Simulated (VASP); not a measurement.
Wanted: the native input for a VASP 6.6.1 run.

* Task: single point
* Functional: PBE
* Potentials or basis: VASP PAW PBE potentials, release 64 (Sn_d, Te)
* Cutoff: 520 eV
* k mesh: 10 × 10 × 10
* Occupations: gaussian, width 0.1 eV
* Spin: no spin polarisation
* Dipole correction: no
* Further INCAR settings: ALGO = Normal; EDIFF = 1e-06; NBANDS = 24

The structure of SnTe3 lies in POSCAR:

```
SnTe3
1.0
    4.8868112618      0.0000000000      0.0000000000
    0.0000000000      4.8868112618      0.0000000000
    0.0000000000      0.0000000000      4.8868112618
Sn Te
1 3
Direct
    0.0000000000      0.0000000000      0.0000000000
    0.0000000000      0.5000000000      0.5000000000
    0.5000000000      0.0000000000      0.5000000000
    0.5000000000      0.5000000000      0.0000000000
```

One way to write it, as run:

INCAR

```
ALGO     = Normal         # electronic algorithm
EDIFF    = 1E-6           # SCF threshold, eV
ENCUT    = 520            # plane-wave cutoff, eV
GGA      = PE             # functional
ISIF     = 2              # what is computed and relaxed
ISMEAR   = 0              # smearing method
LASPH    = True           # aspherical terms in the spheres
LCHARG   = False          # write CHGCAR
LREAL    = False          # projectors in reciprocal space
LWAVE    = False          # write WAVECAR
NBANDS   = 24             # bands
NELM     = 80             # most SCF steps
PREC     = Accurate       # precision mode
SIGMA    = 0.1            # smearing width, eV
```

KPOINTS

```
k-points
0
Gamma
  10 10 10
```

Potentials or basis: VASP PAW PBE potentials, release 64 (Sn_d, Te).

Launch:

```sh
$ cat potpaw_PBE.64/Sn_d/POTCAR potpaw_PBE.64/Te/POTCAR > POTCAR
$ mpirun -np 1 vasp_std > vasp.out
```

It gave:

```
Pressure               : -0.1 GPa
Band gap on the k mesh : zero (band 16 reaches 9.11 eV, above the bottom of band 17 at 7.11 eV)
```

Caveat: spin-orbit coupling is left out, which moves the levels of the heavy elements.

Run time: 42 s on 1 thread of Intel(R) Xeon(R) 6975P-C (Granite Rapids), on a shared host, peak memory 0.3 GiB.
